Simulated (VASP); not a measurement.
# Na (Im-3m) in VASP: notebook

Na is run at these levels: PBE; tasks: relaxation of cell and atoms.

Everything below comes from runs of VASP 6.6.1. Logs are shortened: lines on timing, memory, paths and dates and some standing lists are left out, and cuts for length are marked.

**1. The cell of the first run**

Symmetry: Im-3m, No. 229, cubic system. Conventional cell: a = 4.282 Å, b = 4.282 Å, c = 4.282 Å, α = 90.00°, β = 90.00°, γ = 90.00°. Na (site symmetry m-3m) has 14 Na at 3.71 to 4.28 Å within 4.9 Å.

**2. Relaxation of cell and atoms, PBE, target pressure 2 GPa, at which the enthalpy is minimised**

INCAR

```
SYSTEM = Na
  PREC = Accurate
  ENCUT = 600
  EDIFF = 1E-6
  ISMEAR = -1
  SIGMA = 0.05
  LREAL = .False.
  LASPH = .True.
  NELM = 80
  ALGO = Fast
  ISIF = 3
  LWAVE = .False.
  LCHARG = .False.
  GGA = PE
  IBRION = 2
  NSW = 60
  EDIFFG = -0.01
  PSTRESS = 20.0
```

KPOINTS

```
regular mesh
0
Gamma
  9 9 9
  0 0 0
```

POSCAR

```
Na
1.0
   -2.1410000000      2.1410000000      2.1410000000
    2.1410000000     -2.1410000000      2.1410000000
    2.1410000000      2.1410000000     -2.1410000000
Na
1
Direct
    0.0000000000      0.0000000000      0.0000000000
```

Potentials or basis: VASP PAW PBE potentials, release 64 (Na_pv).

Run with:

```sh
cat potpaw_PBE.64/Na_pv/POTCAR > POTCAR
mpirun -np 1 vasp_std > vasp.out
```

OUTCAR:

```text
SYSTEM = Na
   PREC = Accurate
   ENCUT = 600
   EDIFF = 1E-6
   ISMEAR = -1
   LREAL = .False.
   LASPH = .True.
   NELM = 80
   ISIF = 3
   GGA = PE
   IBRION = 2
   NSW = 60
   EDIFFG = -0.01
   PSTRESS = 20.0

 ion  position               nearest neighbor table
   1  0.000  0.000  0.000-

  LATTYP: Found a body centered cubic cell.
 ALAT       =     4.2820000000

  Lattice vectors:

 A1 = (  -2.1410000000,   2.1410000000,   2.1410000000)
 A2 = (   2.1410000000,  -2.1410000000,   2.1410000000)
 A3 = (   2.1410000000,   2.1410000000,  -2.1410000000)

Analysis of symmetry for initial positions (statically):
=====================================================================
 Subroutine PRICEL returns:
 Original cell was already a primitive cell.

 Routine SETGRP: Setting up the symmetry group for a
 body centered cubic supercell.

 Subroutine GETGRP returns: Found 48 space group operations
[... 9 lines left out ...]

 Routine SETGRP: Setting up the symmetry group for a
 body centered cubic supercell.

 Subroutine GETGRP returns: Found 48 space group operations
[... 11 lines left out ...]
                                     Primitive cell

  volume of cell :      39.2564

  direct lattice vectors                    reciprocal lattice vectors
    -2.141000000  2.141000000  2.141000000     0.000000000  0.233535731  0.233535731
     2.141000000 -2.141000000  2.141000000     0.233535731  0.000000000  0.233535731
     2.141000000  2.141000000 -2.141000000     0.233535731  0.233535731  0.000000000

  length of vectors
     3.708320779  3.708320779  3.708320779     0.330269398  0.330269398  0.330269398

  position of ions in fractional coordinates (direct lattice)
     0.000000000  0.000000000  0.000000000

  ion indices of the primitive-cell ions
   primitive index   ion index
                 1           1

----------------------------------------------------------------------------------------

 KPOINTS: regular mesh

Automatic generation of k-mesh.
 Grid dimensions read from file:
 generate k-points for:    9    9    9

 Generating k-lattice:

  Cartesian coordinates                     Fractional coordinates (reciprocal lattice)
     0.000000000  0.025948415  0.025948415     0.111111111  0.000000000  0.000000000
     0.025948415  0.000000000  0.025948415     0.000000000  0.111111111  0.000000000
     0.025948415  0.025948415  0.000000000     0.000000000  0.000000000  0.111111111

  Length of vectors
     0.036696600  0.036696600  0.036696600

  Shift w.r.t. Gamma in fractional coordinates (k-lattice)
     0.000000000  0.000000000  0.000000000

 Subroutine IBZKPT returns following result:
 ===========================================

 Found     35 irreducible k-points:

 Following reciprocal coordinates:
            Coordinates               Weight
  0.000000  0.000000  0.000000      1.000000
  0.111111  0.000000  0.000000     12.000000
  0.222222  0.000000  0.000000     12.000000
  0.333333  0.000000  0.000000     12.000000
  0.444444  0.000000  0.000000     12.000000
  0.111111  0.111111  0.000000     24.000000
[... 16 lines left out ...]
 -0.333333  0.444444  0.111111     48.000000
 -0.444444 -0.444444  0.111111     24.000000
 [... further k-points ...]
   k-points           NKPTS =     35   k-points in BZ     NKDIM =     35   number of bands    NBANDS=      7
   number of dos      NEDOS =    301   number of ions     NIONS =      1
   total plane-waves  NPLWV =  27000
   dimension x,y,z NGX =    30 NGY =   30 NGZ =   30
   dimension x,y,z NGXF=    60 NGYF=   60 NGZF=   60
   ions per type =               1
   NGX,Y,Z   is equivalent  to a cutoff of  13.45, 13.45, 13.45 a.u.
   NGXF,Y,Z  is equivalent  to a cutoff of  26.90, 26.90, 26.90 a.u.
 SYSTEM =  Na
   PREC   = accura    normal or accurate (medium, high low for compatibility)
   ISTART =      0    job   : 0-new  1-cont  2-samecut
   ICHARG =      2    charge: 1-file 2-atom 10-const
   ISPIN  =      1    spin polarized calculation?
   LNONCOLLINEAR =      F non collinear calculations
   LSORBIT =      F    spin-orbit coupling
   LASPH  =      T    aspherical Exc in radial PAW
   ENCUT  =  600.0 eV  44.10 Ry    6.64 a.u.   7.41  7.41  7.41*2*pi/ulx,y,z
   NELM   =     80;   NELMIN=  2; NELMDL= -5     # of ELM steps
   EDIFF  = 0.1E-05   stopping-criterion for ELM
   LREAL  =      F    real-space projection
   EDIFFG = -.1E-01   stopping-criterion for IOM
   NSW    =     60    number of steps for IOM
   IBRION =      2    ionic relax: 0-MD 1-quasi-New 2-CG
   NFREE  =      1    steps in history (QN), initial steepest desc. (CG)
   ISIF   =      3    stress and relaxation
   ISYM   =      2    0-nonsym 1-usesym 2-fastsym
   POTIM  = 0.5000    time-step for ionic-motion
   TEBEG  =    0.0;   TEEND  =   0.0 temperature during run
   PSTRESS=   20.0 pullay stress
   NELECT =       7.0000    total number of electrons
   NUPDOWN=      -1.0000    fix difference up-down
   EMIN   =  10.00;   EMAX   =-10.00  energy-range for DOS
   EFERMI =   0.00;   METHOD = LEGACY
   ISMEAR =    -1;   SIGMA  =   0.05  broadening in eV -4-tet -1-fermi 0-gaus
   EFERMI_NEDOS =   21; number of points for ismear=-14 and -15
   IALGO  =     68    algorithm
   IMIX   =      4    mixing-type and parameters
     AMIX     =   0.40;   BMIX     =  1.00
     AMIX_MAG =   1.60;   BMIX_MAG =  1.00
  volume/ion in A,a.u.               =      39.26       264.91
  Fermi-wavevector in a.u.,A,eV,Ry     =   0.921448  1.741284 11.552251  0.849066
  Thomas-Fermi vector in A             =   2.046866
   LORBIT       =      0    0 simple, 1 ext, 2 COOP (PROOUT), +10 PAW based schemes
   GGA     = PE    functional components
   LHFCALC =     F    Hartree Fock is set to
   AEXX    =    0.0000 exact exchange contribution
   IVDW    =     0    specifies the selected vdW correction
   LEPSILON=     F    determine dielectric tensor
   LRPA    =     F    only Hartree local field effects (RPA)
 conjugate gradient relaxation of ions
 non-spin polarized calculation
 RMM-DIIS sequential band-by-band and
  energy-cutoff  :      600.00
  volume of cell :       39.26
 maximum number of plane-waves:      1329
 NGX is ok and might be reduce to    30
   NGX = 15   NGY = 15   NGZ = 15

--------------------------------------- Ionic step        1  -------------------------------------------

 number of electron       7.0000007 magnetization

 Free energy of the ion-electron system (eV)
  ---------------------------------------------------
  ext. energy  EPLUGINS =         0.00000000
  ---------------------------------------------------
  free energy    TOTEN  =        -1.31454660 eV

  energy without entropy =       -1.31126421  energy(sigma->0) =       -1.31290541

------------------------ aborting loop because EDIFF is reached ----------------------------------------

  FORCE on cell =-STRESS in cart. coord.  units (eV):
  Direction    XX          YY          ZZ          XY          YZ          ZX
  --------------------------------------------------------------------------------------
  -------------------------------------------------------------------------------------
  Total       -0.1029756     -0.1029756     -0.1029756     -0.0000000     -0.0000000      0.0000000
  in kB       -4.2027648     -4.2027648     -4.2027648     -0.0000000     -0.0000000      0.0000000
  external PRESSURE =     -24.2027648 kB  Pullay stress =      20.0000000 kB

 VOLUME and BASIS-vectors are now :
 -----------------------------------------------------------------------------
  energy-cutoff  :      600.00
  volume of cell :       39.26
      direct lattice vectors                 reciprocal lattice vectors
    -2.141000000  2.141000000  2.141000000     0.000000000  0.233535731  0.233535731
     2.141000000 -2.141000000  2.141000000     0.233535731  0.000000000  0.233535731
     2.141000000  2.141000000 -2.141000000     0.233535731  0.233535731  0.000000000
[... 229 lines left out ...]
  FREE ENERGIE OF THE ION-ELECTRON SYSTEM (eV)
  ---------------------------------------------------
  free  energy   TOTEN  =        -1.2845623292 eV

  energy  without entropy=       -1.2816543279  energy(sigma->0) =       -1.28310833

  enthalpy is  TOTEN    =        -0.9012136271 eV   P V=        0.3833487021

--------------------------------------- Ionic step        8  -------------------------------------------

 number of electron       6.9999996 magnetization

 Free energy of the ion-electron system (eV)
  ---------------------------------------------------
  ext. energy  EPLUGINS =         0.00000000
  ---------------------------------------------------
  free energy    TOTEN  =        -1.28452128 eV

  energy without entropy =       -1.28161343  energy(sigma->0) =       -1.28306735

 E-fermi :   0.9138     XC(G=0):  -7.0150

 val. band max:        0.8124703019   @ k =  -0.3333   0.4444   0.1111
 cond. band min:       1.0314997226   @ k =   0.4444   0.0000   0.0000
 fundamental gap:      0.2190294207
 Fermi energy:         0.9138111618

 k-point     1 :       0.0000    0.0000    0.0000
  band No.  band energies     occupation
      1     -23.8499      2.00000
      2     -23.8499      2.00000
      3     -23.8499      2.00000
      4      -2.7668      2.00000
      5      13.9412      0.00000
      6      13.9412      0.00000
      7      13.9412      0.00000

 k-point     2 :       0.1111    0.0000    0.0000
  band No.  band energies     occupation
      1     -23.8581      2.00000
      2     -23.8526      2.00000
      3     -23.8500      2.00000
      4      -2.5184      2.00000
      5      11.5063      0.00000
      6      12.7421      0.00000
      7      13.3507      0.00000
[... 201 lines left out ...]
 k-point    23 :      -0.3333    0.4444    0.1111
  band No.  band energies     occupation
      1     -23.9061      2.00000
      2     -23.8788      2.00000
      3     -23.8607      2.00000
      4       0.8125      1.76717
      5       4.8648      0.00000
      6       7.1226      0.00000
      7      10.9840      0.00000

 k-point    24 :      -0.4444   -0.4444    0.1111
  band No.  band energies     occupation
      1     -23.9115      2.00000
      2     -23.8824      2.00000
      3     -23.8607      2.00000
      4       2.3287      0.00000
      5       2.9912      0.00000
      6       6.8697      0.00000
      7      10.8499      0.00000

 [... further k-points ...]
[... 5 lines left out ...]
  --------------------------------------------------------------------------------------
  -------------------------------------------------------------------------------------
  Total        0.3807917      0.3807917      0.3807917      0.0000000     -0.0000000      0.0000000
  in kB       19.8687075     19.8687075     19.8687075      0.0000000     -0.0000000      0.0000000
  external PRESSURE =      -0.1312925 kB  Pullay stress =      20.0000000 kB

 VOLUME and BASIS-vectors are now :
 -----------------------------------------------------------------------------
  energy-cutoff  :      600.00
  volume of cell :       30.71
      direct lattice vectors                 reciprocal lattice vectors
    -1.972677693  1.972677693  1.972677693     0.000000000  0.253462591  0.253462591
     1.972677693 -1.972677693  1.972677693     0.253462591  0.000000000  0.253462591
     1.972677693  1.972677693 -1.972677693     0.253462591  0.253462591  0.000000000

 POSITION                                       TOTAL-FORCE (eV/Angst)
 -----------------------------------------------------------------------------------
     -1.97268      1.97268      1.97268         0.000000      0.000000     -0.000000
 -----------------------------------------------------------------------------------
    total drift:                                0.000000      0.000000     -0.000000

  FREE ENERGIE OF THE ION-ELECTRON SYSTEM (eV)
  ---------------------------------------------------
  free  energy   TOTEN  =        -1.2845212760 eV

  energy  without entropy=       -1.2816134311  energy(sigma->0) =       -1.28306735

  enthalpy is  TOTEN    =        -0.9012133447 eV   P V=        0.3833079313

 reached required accuracy - stopping structural energy minimisation
```

It took 98 s on 1 thread of Intel Xeon 8259CL, shared host; peak memory 0.16 GiB.

Results:

| Item | Value |
| --- | --- |
| Free energy | -1.2845 eV |
| Relaxed volume | 30.71 Å³/atom |
| Relaxed cell | a = 3.417 Å, b = 3.417 Å, c = 3.417 Å, α = 109.47°, β = 109.47°, γ = 109.47° |
| Space group after relaxing (to 0.05 Å) | Im-3m (No. 229) |
| Energy change on relaxing (the enthalpy is what falls) | +30.0 meV/atom |
| Ionic steps | 8 |
| Pressure after relaxing | 2.0 GPa |

Step by step:
| step | energy change (eV) | largest force (eV/Å) | pressure (GPa) | volume (Å³) |
| --- | --- | --- | --- | --- |
| 1 | 0.0000 | 0.0000 | -0.42 | 39.26 |
| 2 | -0.0028 | 0.0000 | 0.27 | 35.98 |
| 3 | 0.0079 | 0.0000 | 1.10 | 33.07 |
| 4 | 0.0828 | 0.0000 | 3.74 | 27.73 |
| 5 | 0.0271 | 0.0000 | 1.83 | 30.95 |
| 6 | 0.0320 | 0.0000 | 2.09 | 30.55 |
| 7 | 0.0300 | 0.0000 | 1.91 | 30.71 |
| 8 | 0.0300 | 0.0000 | 1.99 | 30.71 |

Final structure:
```
Na
1.0
    -1.97268    1.97268    1.97268
     1.97268   -1.97268    1.97268
     1.97268    1.97268   -1.97268
Na
1
Direct
  0.00000 0.00000 0.00000
```

Caveat: the cell is relaxed towards a set pressure, so the enthalpy falls and the energy may rise; the volume moved by over 15 % at a fixed basis, so the end points are rough.

**3. Relaxation of cell and atoms, PBE, target pressure 5 GPa, at which the enthalpy is minimised**

INCAR

```
ALGO = Fast
EDIFF = 1E-6
EDIFFG = -0.01
ENCUT = 600
GGA = PE
IBRION = 2
ISIF = 3
ISMEAR = -1
LASPH = T
LCHARG = F
LREAL = F
LWAVE = F
NELM = 100
NSW = 60
PREC = Accurate
PSTRESS = 50.0
SIGMA = 0.05
```

KPOINTS

```
k-points
0
Gamma
  9 9 9
```

POSCAR is that of step 2.

Potentials or basis: VASP PAW PBE potentials, release 64 (Na_pv).

Run with:

```sh
cat potpaw_PBE.64/Na_pv/POTCAR > POTCAR
mpirun -np 1 vasp_std > vasp.out
```

Run time: 74 s. Hardware: 1 thread of Intel Xeon 8259CL, shared host; peak memory 0.17 GiB.

The run converged. Its results:

```
Free energy                                            : -1.1945 eV
Relaxed volume                                         : 26.35 Å³/atom
Relaxed cell                                           : a = 3.247 Å, b = 3.247 Å, c = 3.247 Å, α = 109.47°, β = 109.47°, γ = 109.47°
Space group after relaxing (to 0.05 Å)                 : Im-3m (No. 229)
Energy change on relaxing (the enthalpy is what falls) : +120.1 meV/atom
Ionic steps                                            : 5
Pressure after relaxing                                : 5.0 GPa
```

The path:
| step | energy change (eV) | largest force (eV/Å) | pressure (GPa) | volume (Å³) |
| --- | --- | --- | --- | --- |
| 1 | 0.0000 | 0.0000 | -0.42 | 39.26 |
| 2 | 0.0146 | 0.0000 | 1.32 | 32.18 |
| 3 | 0.0883 | 0.0000 | 3.96 | 27.50 |
| 4 | 0.1273 | 0.0000 | 5.20 | 26.12 |
| 5 | 0.1201 | 0.0000 | 4.97 | 26.35 |

Final structure:
```cif
data_structure
_symmetry_space_group_name_H-M 'P 1'
_symmetry_Int_Tables_number 1
_cell_length_a 3.2469
_cell_length_b 3.2469
_cell_length_c 3.2469
_cell_angle_alpha 109.471
_cell_angle_beta 109.471
_cell_angle_gamma 109.471
_cell_volume 26.35
loop_
_atom_site_label
_atom_site_type_symbol
_atom_site_fract_x
_atom_site_fract_y
_atom_site_fract_z
_atom_site_occupancy
Na1 Na 0.00000 0.00000 0.00000 1
```

Levels at points of the mesh, in eV from the Fermi level:
| k point | band 1 | band 2 | band 3 | band 4 | band 5 | band 6 | band 7 |
| --- | --- | --- | --- | --- | --- | --- | --- |
| (0.00, 0.00, 0.00) | -24.71 | -24.71 | -24.71 | -4.06 | 14.14 | 14.14 | 14.14 |

Caveat: the cell is relaxed towards a set pressure, so the enthalpy falls and the energy may rise; the volume moved by over 15 % at a fixed basis, so the end points are rough.
